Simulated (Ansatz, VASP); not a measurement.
## Two plane-wave programs on KF

```
K F
1.0
     0.14370    2.72520    2.72520
     2.72520    0.14370    2.72520
     2.72520    2.72520    0.14370
K F
1 1
Direct
  0.00000 0.00000 0.00000
  0.50000 0.50000 0.50000
```

Alike in both runs: task single point; functional PBE; k mesh 8 × 8 × 8; occupations gaussian, width 0.05 eV; no spin polarisation.

```csv
,VASP,Ansatz
version,VASP 6.6.1,Ansatz 0.2.0
potentials or method,"VASP PAW PBE potentials, release 64 (K_sv, F), cutoff 520 eV","scalar-relativistic, plane waves, PAW"
valence electrons in the cell,16,16
```

```csv
,VASP,Ansatz,Ansatz less VASP
gap on the k mesh at the Fermi level (eV),6.22,6.24,+0.016
least direct gap on the mesh (eV),6.22,6.24,+0.016
pressure (GPa),2.2,2.1,-0.06
"traceless stress, the component that is largest in VASP (GPa)",-0.81,-0.82,-0.010
```
